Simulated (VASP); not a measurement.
# Al3Cu (P4/mmm) in VASP: a series of runs

The runs below take Al3Cu through single point, relaxation of cell and atoms, with r2SCAN.

Everything below comes from runs of VASP 6.6.1. Logs are shortened: lines on timing, memory, paths and dates and some standing lists are left out, and cuts for length are marked.

### 1 The cell of the first run

The structure is tetragonal, space group P4/mmm (No. 123). The conventional cell has a = 2.778 Å, b = 2.778 Å, c = 7.513 Å, α = 90.00°, β = 90.00°, γ = 90.00°. Within 4.0 Å of Al (site symmetry 4/mmm) lie 16 Al at 2.78 to 3.93 Å and 2 Cu at 3.76 Å. Al (site symmetry 4mm) has 4 Cu at 2.60 Å and 9 Al at 2.78 to 3.40 Å within 3.4 Å. Cu (site symmetry 4/mmm) has 8 Al at 2.60 Å and 4 Cu at 2.78 Å within 3.4 Å.

### 2 Single point, r2SCAN

Contents of POSCAR:

```
Al3Cu
1.0
    2.7784054294      0.0000000000      0.0000000000
    0.0000000000      2.7784054294      0.0000000000
    0.0000000000      0.0000000000      7.5134034100
Al Cu
3 1
Direct
    0.0000000000      0.0000000000      0.5000000000
    0.5000000000      0.5000000000      0.2261155100
    0.5000000000      0.5000000000      0.7738844900
    0.0000000000      0.0000000000      0.0000000000
```

Contents of INCAR.step1:

```
SYSTEM = Al3Cu
ALGO     = Normal         ! electronic algorithm
EDIFF    = 1E-4           ! SCF threshold, eV
ENCUT    = 520            ! plane-wave cutoff, eV
GGA      = PE             ! functional
ISMEAR   = 0              ! smearing method
LASPH    = .True.         ! aspherical terms in the spheres
LCHARG   = .False.        ! write CHGCAR
LREAL    = .False.        ! projectors in reciprocal space
LWAVE    = .True.         ! write WAVECAR
NBANDS   = 18             ! bands
NELM     = 80             ! most SCF steps
PREC     = Accurate       ! precision mode
SIGMA    = 0.1            ! smearing width, eV
```

Contents of INCAR.step2:

```
SYSTEM = Al3Cu
ALGO     = Normal         ! electronic algorithm
EDIFF    = 1E-6           ! SCF threshold, eV
ENCUT    = 520            ! plane-wave cutoff, eV
ISIF     = 2              ! what is computed and relaxed
ISMEAR   = 0              ! smearing method
ISTART   = 1            
LASPH    = .True.         ! aspherical terms in the spheres
LCHARG   = .False.        ! write CHGCAR
LMIXTAU  = .True.       
LREAL    = .False.        ! projectors in reciprocal space
LWAVE    = .False.        ! write WAVECAR
METAGGA  = R2SCAN         ! meta-GGA
NBANDS   = 18             ! bands
NELM     = 80             ! most SCF steps
PREC     = Accurate       ! precision mode
SIGMA    = 0.1            ! smearing width, eV
```

Contents of KPOINTS:

```
Automatic mesh
0
Gamma
  14 14 6
  0.5 0.5 0.5
```

Potentials or basis: VASP PAW PBE potentials, release 64 (Al, Cu).

Command:

```
$ cat potpaw_PBE.64/Al/POTCAR potpaw_PBE.64/Cu/POTCAR > POTCAR
$ cp INCAR.step1 INCAR
$ mpirun -np 1 vasp_std > vasp.out
$ cp INCAR.step2 INCAR
$ mpirun -np 1 vasp_std > vasp.out
```

OUTCAR:

```text
SYSTEM = Al3Cu
   EDIFF = 1E-6
   ENCUT = 520
   ISIF = 2
   ISMEAR = 0
   ISTART = 1
   LASPH = .True.
   LREAL = .False.
   METAGGA = R2SCAN
   NELM = 80
   PREC = Accurate

 ion  position               nearest neighbor table
   1  0.000  0.000  0.500-   2 2.85   3 2.85   2 2.85   3 2.85   2 2.85   3 2.85   2 2.85   3 2.85

   2  0.500  0.500  0.226-   4 2.60   4 2.60   4 2.60   4 2.60   1 2.85   1 2.85   1 2.85   1 2.85

   3  0.500  0.500  0.774-   4 2.60   4 2.60   4 2.60   4 2.60   1 2.85   1 2.85   1 2.85   1 2.85

   4  0.000  0.000  0.000-   2 2.60   3 2.60   2 2.60   3 2.60   2 2.60   3 2.60   2 2.60   3 2.60

  LATTYP: Found a simple tetragonal cell.
 ALAT       =     2.7784054294
 C/A-ratio  =     2.7042141980

  Lattice vectors:

 A1 = (   2.7784054294,   0.0000000000,   0.0000000000)
 A2 = (   0.0000000000,   2.7784054294,   0.0000000000)
 A3 = (   0.0000000000,   0.0000000000,   7.5134034100)

Analysis of symmetry for initial positions (statically):
=====================================================================
 Subroutine PRICEL returns:
 Original cell was already a primitive cell.

 Routine SETGRP: Setting up the symmetry group for a
 simple tetragonal supercell.

 Subroutine GETGRP returns: Found 16 space group operations
 (whereof 16 operations were pure point group operations)
 out of a pool of 16 trial point group operations.

The static configuration has the point symmetry D_4h.

Analysis of symmetry for dynamics (positions and initial velocities):
=====================================================================
 Subroutine PRICEL returns:
 Original cell was already a primitive cell.

 Routine SETGRP: Setting up the symmetry group for a
 simple tetragonal supercell.

 Subroutine GETGRP returns: Found 16 space group operations
 (whereof 16 operations were pure point group operations)
 out of a pool of 16 trial point group operations.

The dynamic configuration has the point symmetry D_4h.

 Subroutine INISYM returns: Found 16 space group operations
 (whereof 16 operations are pure point group operations),
 and found     1 'primitive' translations

----------------------------------------------------------------------------------------

                                     Primitive cell

  volume of cell :      58.0000

  direct lattice vectors                    reciprocal lattice vectors
     2.778405429  0.000000000  0.000000000     0.359918675  0.000000000  0.000000000
     0.000000000  2.778405429  0.000000000     0.000000000  0.359918675  0.000000000
     0.000000000  0.000000000  7.513403410     0.000000000  0.000000000  0.133095476

  length of vectors
     2.778405429  2.778405429  7.513403410     0.359918675  0.359918675  0.133095476

  position of ions in fractional coordinates (direct lattice)
     0.000000000  0.000000000  0.500000000
     0.500000000  0.500000000  0.226115510
     0.500000000  0.500000000  0.773884490
     0.000000000  0.000000000  0.000000000

  ion indices of the primitive-cell ions
   primitive index   ion index
                 1           1
                 2           2
                 3           3
                 4           4

----------------------------------------------------------------------------------------

 KPOINTS: Automatic mesh

Automatic generation of k-mesh.
 Grid dimensions read from file:
 generate k-points for:   14   14    6

 Generating k-lattice:

  Cartesian coordinates                     Fractional coordinates (reciprocal lattice)
     0.025708477  0.000000000  0.000000000     0.071428571  0.000000000  0.000000000
     0.000000000  0.025708477  0.000000000     0.000000000  0.071428571  0.000000000
     0.000000000  0.000000000  0.022182579     0.000000000  0.000000000  0.166666667

  Length of vectors
     0.025708477  0.025708477  0.022182579

  Shift w.r.t. Gamma in fractional coordinates (k-lattice)
     0.500000000  0.500000000  0.500000000

 Subroutine IBZKPT returns following result:
 ===========================================

 Found     84 irreducible k-points:

 Following reciprocal coordinates:
            Coordinates               Weight
  0.035714  0.035714  0.083333      8.000000
  0.107143  0.035714  0.083333     16.000000
  0.178571  0.035714  0.083333     16.000000
  0.250000  0.035714  0.083333     16.000000
  0.321429  0.035714  0.083333     16.000000
  0.392857  0.035714  0.083333     16.000000
[... 16 lines left out ...]
  0.321429  0.321429  0.083333      8.000000
  0.392857  0.321429  0.083333     16.000000
 [... further k-points ...]
   k-points           NKPTS =     84   k-points in BZ     NKDIM =     84   number of bands    NBANDS=     18
   number of dos      NEDOS =    301   number of ions     NIONS =      4
   total plane-waves  NPLWV =  32256
   dimension x,y,z NGX =    24 NGY =   24 NGZ =   56
   dimension x,y,z NGXF=    48 NGYF=   48 NGZF=  112
   ions per type =               3   1
   NGX,Y,Z   is equivalent  to a cutoff of  14.36, 14.36, 12.39 a.u.
   NGXF,Y,Z  is equivalent  to a cutoff of  28.72, 28.72, 24.78 a.u.
 SYSTEM =  Al3Cu
   PREC   = accura    normal or accurate (medium, high low for compatibility)
   ISTART =      1    job   : 0-new  1-cont  2-samecut
   ICHARG =      0    charge: 1-file 2-atom 10-const
   ISPIN  =      1    spin polarized calculation?
   LNONCOLLINEAR =      F non collinear calculations
   LSORBIT =      F    spin-orbit coupling
   LASPH  =      T    aspherical Exc in radial PAW
   ENCUT  =  520.0 eV  38.22 Ry    6.18 a.u.   5.17  5.17 13.97*2*pi/ulx,y,z
   NELM   =     80;   NELMIN=  2; NELMDL=  0     # of ELM steps
   EDIFF  = 0.1E-05   stopping-criterion for ELM
   LREAL  =      F    real-space projection
   EDIFFG = 0.1E-04   stopping-criterion for IOM
   NSW    =      0    number of steps for IOM
   IBRION =     -1    ionic relax: 0-MD 1-quasi-New 2-CG
   NFREE  =      0    steps in history (QN), initial steepest desc. (CG)
   ISIF   =      2    stress and relaxation
   ISYM   =      2    0-nonsym 1-usesym 2-fastsym
   POTIM  = 0.5000    time-step for ionic-motion
   TEBEG  =    0.0;   TEEND  =   0.0 temperature during run
   PSTRESS=    0.0 pullay stress
   NELECT =      20.0000    total number of electrons
   NUPDOWN=      -1.0000    fix difference up-down
   EMIN   =  10.00;   EMAX   =-10.00  energy-range for DOS
   EFERMI =   0.00;   METHOD = LEGACY
   ISMEAR =     0;   SIGMA  =   0.10  broadening in eV -4-tet -1-fermi 0-gaus
   EFERMI_NEDOS =   21; number of points for ismear=-14 and -15
   IALGO  =     38    algorithm
   IMIX   =      4    mixing-type and parameters
     AMIX     =   0.40;   BMIX     =  1.00
     AMIX_MAG =   1.60;   BMIX_MAG =  1.00
  volume/ion in A,a.u.               =      14.50        97.85
  Fermi-wavevector in a.u.,A,eV,Ry     =   1.148001  2.169407 17.931197  1.317906
  Thomas-Fermi vector in A             =   2.284678
   LORBIT       =      0    0 simple, 1 ext, 2 COOP (PROOUT), +10 PAW based schemes
   METAGGA = R2SCAN    functional components
   LHFCALC =     F    Hartree Fock is set to
   AEXX    =    0.0000 exact exchange contribution
   IVDW    =     0    specifies the selected vdW correction
   LEPSILON=     F    determine dielectric tensor
   LRPA    =     F    only Hartree local field effects (RPA)
 non-spin polarized calculation
 Gauss-broadening in eV      SIGMA  =   0.10
  energy-cutoff  :      520.00
  volume of cell :       58.00
 maximum number of plane-waves:      1579
 NGX is ok and might be reduce to    24
   NGX = 11   NGY = 11   NGZ = 27

 number of electron      20.0000014 magnetization

 Free energy of the ion-electron system (eV)
  ---------------------------------------------------
  ext. energy  EPLUGINS =         0.00000000
  ---------------------------------------------------
  free energy    TOTEN  =       -31.40118597 eV

  energy without entropy =      -31.39341159  energy(sigma->0) =      -31.39729878

 E-fermi :   8.5318     XC(G=0): -11.7261

 val. band max:        8.5301173758   @ k =   0.2500   0.2500   0.2500
 cond. band min:       8.5322697953   @ k =   0.4643   0.3929   0.2500
 fundamental gap:      0.0021524195
 Fermi energy:         8.5317675406

 k-point     1 :       0.0357    0.0357    0.0833
  band No.  band energies     occupation
      1      -3.3226      2.00000
      2      -1.0287      2.00000
      3      -0.0443      2.00000
      4       3.9312      2.00000
      5       3.9931      2.00000
      6       4.8230      2.00000
[... 10 lines left out ...]
     17      18.3656      0.00000
     18      18.9033      0.00000

 k-point     2 :       0.1071    0.0357    0.0833
  band No.  band energies     occupation
      1      -3.1139      2.00000
      2      -0.8313      2.00000
      3       0.1566      2.00000
      4       3.9658      2.00000
      5       4.0476      2.00000
      6       4.7054      2.00000
[... 10 lines left out ...]
     17      18.3694      0.00000
     18      19.4389      0.00000

 k-point     3 :       0.1786    0.0357    0.0833
  band No.  band energies     occupation
      1      -2.6984      2.00000
      2      -0.4403      2.00000
      3       0.5545      2.00000
      4       4.0203      2.00000
      5       4.1402      2.00000
      6       4.5349      2.00000
[... 10 lines left out ...]
     17      18.6919      0.00000
     18      19.4689      0.00000

 k-point     4 :       0.2500    0.0357    0.0833
  band No.  band energies     occupation
      1      -2.0795      2.00000
      2       0.1351      2.00000
      3       1.1396      2.00000
      4       4.0719      2.00000
      5       4.2104      2.00000
      6       4.3857      2.00000
[... 375 lines left out ...]
      4       3.9089      2.00000
      5       3.9954      2.00000
      6       4.5902      2.00000
[... 10 lines left out ...]
     17      14.6804      0.00000
     18      15.6083      0.00000

 k-point    23 :       0.3214    0.3214    0.0833
  band No.  band energies     occupation
      1       0.7143      2.00000
      2       2.4802      2.00000
      3       3.2654      2.00000
      4       4.0935      2.00000
      5       4.4416      2.00000
      6       4.7273      2.00000
[... 10 lines left out ...]
     17      14.9735      0.00000
     18      17.1251      0.00000

 k-point    24 :       0.3929    0.3214    0.0833
  band No.  band energies     occupation
      1       1.6425      2.00000
      2       3.0262      2.00000
      3       3.4743      2.00000
      4       3.9771      2.00000
      5       4.5587      2.00000
      6       4.8204      2.00000
[... 10 lines left out ...]
     17      14.3566      0.00000
     18      15.5685      0.00000

 [... further k-points ...]
[... 5 lines left out ...]
  --------------------------------------------------------------------------------------
  -------------------------------------------------------------------------------------
  Total        0.0391604      0.0391604      0.5146608      0.0000000      0.0000000      0.0000000
  in kB        1.0817568      1.0817568     14.2168606      0.0000000      0.0000000      0.0000000
  external PRESSURE =       5.4601247 kB  Pullay stress =       0.0000000 kB

 VOLUME and BASIS-vectors are now :
 -----------------------------------------------------------------------------
  energy-cutoff  :      520.00
  volume of cell :       58.00
      direct lattice vectors                 reciprocal lattice vectors
     2.778405429  0.000000000  0.000000000     0.359918675  0.000000000  0.000000000
     0.000000000  2.778405429  0.000000000     0.000000000  0.359918675  0.000000000
     0.000000000  0.000000000  7.513403410     0.000000000  0.000000000  0.133095476

 POSITION                                       TOTAL-FORCE (eV/Angst)
 -----------------------------------------------------------------------------------
      0.00000      0.00000      3.75670        -0.000000     -0.000000      0.000000
      1.38920      1.38920      1.69890         0.000000      0.000000     -0.154773
      1.38920      1.38920      5.81451        -0.000000      0.000000      0.154773
      0.00000      0.00000      0.00000        -0.000000     -0.000000      0.000000
 -----------------------------------------------------------------------------------
    total drift:                                0.000000      0.000000     -0.000000

  FREE ENERGIE OF THE ION-ELECTRON SYSTEM (eV)
  ---------------------------------------------------
  free  energy   TOTEN  =       -31.4011859695 eV

  energy  without entropy=      -31.3934115853  energy(sigma->0) =      -31.39729878
```

It took 3.2 min on 1 thread of Intel Xeon Platinum 8259CL at 2.50GHz (Skylake/Cascade Lake), shared host; peak memory 0.23 GiB.

Results:

- Free energy: -31.4012 eV
- Pressure: 0.5 GPa
- Largest force: 0.155 eV/Å
- Band gap on the k mesh: zero (bands 10 and 11 overlap by 5.83 eV)

Forces on the atoms (eV/Å):
```
Al   0.000  0.000  0.000
Al   0.000  0.000 -0.155
Al   0.000  0.000  0.155
Cu   0.000  0.000  0.000
```

Stress tensor (GPa, compression positive):
```
0.11 0.00 0.00
0.00 0.11 0.00
0.00 0.00 1.42
```

Caveat: the PAW data sets were made with another functional, which shifts forces and pressure a little.

[end of part 1 of 2]

The gap in the log of VASP goes by the Fermi energy; the results here count the filled bands.